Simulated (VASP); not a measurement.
# LiAuBr2 (R-3m) in VASP: relaxation of cell and atoms with PBEsol

Aim: the relaxation of cell and atoms of LiAuBr2 with PBEsol.

All numbers are computed with VASP 6.6.1; they aren't measurements. Logs are shortened: lines on timing, memory, paths and dates and some standing lists are left out, and cuts for length are marked.

**1. The cell of the first run**

It takes space group R-3m (No. 166, trigonal). The conventional cell has a = 4.041 Å, b = 4.041 Å, c = 18.488 Å, α = 90.00°, β = 90.00°, γ = 120.00°. Li (site symmetry -3m) has 6 Br at 2.77 Å within 3.6 Å. Au (site symmetry -3m) has 6 Br at 2.82 Å within 3.7 Å. Within 3.6 Å of Br (site symmetry 3m) lie 3 Li at 2.77 Å and 3 Au at 2.82 Å.

**2. Relaxation of cell and atoms, PBEsol**

INCAR reads:

```
SYSTEM = LiAuBr2
ALGO = Normal
EDIFF = 1E-6
EDIFFG = -0.001
ENCUT = 600
GGA = PS
IBRION = 2
ISIF = 3
ISMEAR = 0
LASPH = .True.
LCHARG = .False.
LREAL = .False.
LWAVE = .False.
NELM = 100
NSW = 80
PREC = Accurate
SIGMA = 0.01
```

KPOINTS reads:

```
k-points
0
Gamma
  9 9 9
  0 0 0
```

POSCAR reads:

```
LiAuBr2
1.0
    2.0207168877      1.1666614391      6.1628203039
   -2.0207168877      1.1666614391      6.1628203039
    0.0000000000     -2.3333228781      6.1628203039
Li Au Br
1 1 2
Direct
    0.5000000000      0.5000000000      0.5000000000
    0.0000000000      0.0000000000      0.0000000000
    0.7527361001      0.7527361001      0.7527361001
    0.2472638999      0.2472638999      0.2472638999
```

Potentials or basis: VASP PAW PBE potentials, release 64 (Li_sv, Au, Br).

Command:

```console
> cat potpaw_PBE.64/Li_sv/POTCAR potpaw_PBE.64/Au/POTCAR potpaw_PBE.64/Br/POTCAR > POTCAR
> mpirun -np 1 vasp_std > vasp.out
```

OUTCAR:

```text
SYSTEM = LiAuBr2
   EDIFF = 1E-6
   EDIFFG = -0.001
   ENCUT = 600
   GGA = PS
   IBRION = 2
   ISIF = 3
   ISMEAR = 0
   LASPH = .True.
   LREAL = .False.
   NELM = 100
   NSW = 80
   PREC = Accurate

 ion  position               nearest neighbor table
   1  0.500  0.500  0.500-
   2  0.000  0.000  0.000-   3 2.82   4 2.82   3 2.82   3 2.82   4 2.82   4 2.82
   3  0.753  0.753  0.753-   2 2.82   2 2.82   2 2.82
   4  0.247  0.247  0.247-   2 2.82   2 2.82   2 2.82

  LATTYP: Found a trigonal (rhomboedric) cell.
 ALAT       =     6.5897458033
 COS(alpha) =     0.8119368902

  Lattice vectors:

 A1 = (   2.0207168877,   1.1666614391,   6.1628203039)
 A2 = (  -2.0207168877,   1.1666614391,   6.1628203039)
 A3 = (   0.0000000000,  -2.3333228781,   6.1628203039)

Analysis of symmetry for initial positions (statically):
=====================================================================
 Subroutine PRICEL returns:
 Original cell was already a primitive cell.

 Routine SETGRP: Setting up the symmetry group for a
 trigonal (rhombohedral) supercell.

 Subroutine GETGRP returns: Found 12 space group operations
 (whereof 12 operations were pure point group operations)
 out of a pool of 12 trial point group operations.

The static configuration has the point symmetry D_3d.

Analysis of symmetry for dynamics (positions and initial velocities):
=====================================================================
 Subroutine PRICEL returns:
 Original cell was already a primitive cell.

 Routine SETGRP: Setting up the symmetry group for a
 trigonal (rhombohedral) supercell.

 Subroutine GETGRP returns: Found 12 space group operations
 (whereof 12 operations were pure point group operations)
 out of a pool of 12 trial point group operations.

The dynamic configuration has the point symmetry D_3d.

 Subroutine INISYM returns: Found 12 space group operations
 (whereof 12 operations are pure point group operations),
 and found     1 'primitive' translations

----------------------------------------------------------------------------------------

                                     Primitive cell

  volume of cell :      87.1728

  direct lattice vectors                    reciprocal lattice vectors
     2.020716888  1.166661439  6.162820304     0.247436938  0.142857783  0.054087790
[... 112 lines left out ...]
  Fermi-wavevector in a.u.,A,eV,Ry     =   1.121159  2.118683 17.102485  1.256997
  Thomas-Fermi vector in A             =   2.257810
   LORBIT       =      0    0 simple, 1 ext, 2 COOP (PROOUT), +10 PAW based schemes
   GGA     = PS    functional components
   LHFCALC =     F    Hartree Fock is set to
   AEXX    =    0.0000 exact exchange contribution
   IVDW    =     0    specifies the selected vdW correction
   LEPSILON=     F    determine dielectric tensor
   LRPA    =     F    only Hartree local field effects (RPA)
 conjugate gradient relaxation of ions
 non-spin polarized calculation
 Gauss-broadening in eV      SIGMA  =   0.01
  energy-cutoff  :      600.00
  volume of cell :       87.17
 maximum number of plane-waves:      2924
 NGX is ok and might be reduce to    54
   NGX = 27   NGY = 27   NGZ = 27

--------------------------------------- Ionic step        1  -------------------------------------------

 number of electron      28.0000004 magnetization

 Free energy of the ion-electron system (eV)
  ---------------------------------------------------
  ext. energy  EPLUGINS =         0.00000000
  ---------------------------------------------------
  free energy    TOTEN  =       -11.95670101 eV

  energy without entropy =      -11.95670101  energy(sigma->0) =      -11.95670101

------------------------ aborting loop because EDIFF is reached ----------------------------------------

  FORCE on cell =-STRESS in cart. coord.  units (eV):
  Direction    XX          YY          ZZ          XY          YZ          ZX
  --------------------------------------------------------------------------------------
  -------------------------------------------------------------------------------------
  Total        0.0063917      0.0063917      0.0067367      0.0000000      0.0000000      0.0000000
  in kB        0.1174749      0.1174749      0.1238155      0.0000000      0.0000000      0.0000000
  external PRESSURE =       0.1195884 kB  Pullay stress =       0.0000000 kB
[... 95 lines left out ...]
  FREE ENERGIE OF THE ION-ELECTRON SYSTEM (eV)
  ---------------------------------------------------
  free  energy   TOTEN  =       -11.9567018666 eV

  energy  without entropy=      -11.9567018666  energy(sigma->0) =      -11.95670187

[... ionic steps 4 to 7 ...]

--------------------------------------- Ionic step        8  -------------------------------------------

 number of electron      28.0000004 magnetization

------------------------ aborting loop because EDIFF is reached ----------------------------------------
[... 71 lines left out ...]
--------------------------------------- Ionic step       10  -------------------------------------------

 number of electron      28.0000004 magnetization

 Free energy of the ion-electron system (eV)
  ---------------------------------------------------
  ext. energy  EPLUGINS =         0.00000000
  ---------------------------------------------------
  free energy    TOTEN  =       -11.95670648 eV

  energy without entropy =      -11.95670648  energy(sigma->0) =      -11.95670648

 E-fermi :   3.3181     XC(G=0):  -9.5943

 val. band max:        3.1688893068   @ k =   0.4444   0.4444  -0.0000
 cond. band min:       3.9685820451   @ k =   0.0000   0.0000   0.0000
 fundamental gap:      0.7996927383
 Fermi energy:         3.3181375274

 k-point     1 :       0.0000    0.0000    0.0000
  band No.  band energies     occupation
      1     -42.2410      2.00000
      2     -12.2555      2.00000
      3     -11.6242      2.00000
      4      -2.3768      2.00000
      5      -0.9387      2.00000
      6      -0.9387      2.00000
[... 481 lines left out ...]
      5      -1.5667      2.00000
      6      -0.7992      2.00000
[... 10 lines left out ...]
     17       9.4825      0.00000
     18       9.6884      0.00000

 [... further k-points ...]

------------------------ aborting loop because EDIFF is reached ----------------------------------------

  FORCE on cell =-STRESS in cart. coord.  units (eV):
  Direction    XX          YY          ZZ          XY          YZ          ZX
  --------------------------------------------------------------------------------------
  -------------------------------------------------------------------------------------
  Total        0.0018064      0.0018064      0.0038662      0.0000000      0.0000000      0.0000000
  in kB        0.0331925      0.0331925      0.0710395      0.0000000      0.0000000      0.0000000
  external PRESSURE =       0.0458081 kB  Pullay stress =       0.0000000 kB
[... 19 lines left out ...]
  FREE ENERGIE OF THE ION-ELECTRON SYSTEM (eV)
  ---------------------------------------------------
  free  energy   TOTEN  =       -11.9567064793 eV

  energy  without entropy=      -11.9567064793  energy(sigma->0) =      -11.95670648

 reached required accuracy - stopping structural energy minimisation
```

OSZICAR:

```text
N       E                     dE             d eps       ncg     rms          rms(c)
DAV:   1     0.189152604258E+03    0.18915E+03   -0.14008E+04  3076   0.160E+03
DAV:   2     0.172047016766E+01   -0.18743E+03   -0.18242E+03  3840   0.296E+02
[... 48 lines left out ...]
DAV:   2    -0.119567045233E+02   -0.47852E-06   -0.47468E-06  3364   0.121E-02
   9 F= -.11956705E+02 E0= -.11956705E+02  d E =-.151231E-05
       N       E                     dE             d eps       ncg     rms          rms(c)
DAV:   1    -0.119567037991E+02    0.24576E-06   -0.67748E-04  3138   0.143E-01    0.120E-02
DAV:   2    -0.119567065625E+02   -0.27635E-05   -0.29556E-05  3768   0.302E-02    0.565E-03
DAV:   3    -0.119567064793E+02    0.83176E-07   -0.36487E-07  1934   0.448E-03
  10 F= -.11956706E+02 E0= -.11956706E+02  d E =-.346831E-05
```

CONTCAR:

```text
LiAuBr2
   1.00000000000000
     2.0208642120386591    1.1667464968465886    6.1635241735639221
    -2.0208642120386591    1.1667464968465886    6.1635241735639221
    -0.0000000000000000   -2.3334929935931585    6.1635241735639203
  Li              Au              Br
     1     1     2
Direct
     0.5000000000000000    0.5000000000000000    0.5000000000000000
     0.0000000000000000    0.0000000000000000    0.0000000000000000
     0.7526865471891172    0.7526865471891172    0.7526865471891172
     0.2473134528108830    0.2473134528108830    0.2473134528108830

  0.00000000E+00  0.00000000E+00  0.00000000E+00
  0.00000000E+00  0.00000000E+00  0.00000000E+00
  0.00000000E+00  0.00000000E+00  0.00000000E+00
  0.00000000E+00  0.00000000E+00  0.00000000E+00
```

Wall time 28 min (1 thread of Intel Xeon Platinum 8375C at 2.90GHz (Ice Lake), shared host); peak memory 0.54 GiB.

What came out:

| Quantity | Value |
| --- | --- |
| Free energy | -11.9567 eV |
| Relaxed volume | 21.80 Å³/atom |
| Relaxed cell | a = 6.590 Å, b = 6.590 Å, c = 6.590 Å, α = 35.71°, β = 35.71°, γ = 35.71° |
| Space group after relaxing (to 0.1 Å) | R-3m (No. 166) |
| Energy gained by relaxing | 0.0 meV/atom |
| Ionic steps | 10 |
| Pressure after relaxing | 0.0 GPa |
| Band gap on the k mesh | 0.80 eV (least direct gap 1.13 eV) |

Final structure:
```yaml
crystal:
  lattice:
    - [2.02086, 1.16675, 6.16352]
    - [-2.02086, 1.16675, 6.16352]
    - [0.00000, -2.33349, 6.16352]
  atoms:
    - { symbol: Li, position: [0.50000, 0.50000, 0.50000] }
    - { symbol: Au, position: [0.00000, 0.00000, 0.00000] }
    - { symbol: Br, position: [0.75269, 0.75269, 0.75269] }
    - { symbol: Br, position: [0.24731, 0.24731, 0.24731] }
```

Caveat: the cutoff is under 1.25 times the usual one of these potentials, so pressure, stress and relaxed cells hold a basis-set (Pulay) error; the PAW data sets were made with another functional, which shifts forces and pressure a little; spin-orbit coupling is left out, which moves the levels of the heavy elements.
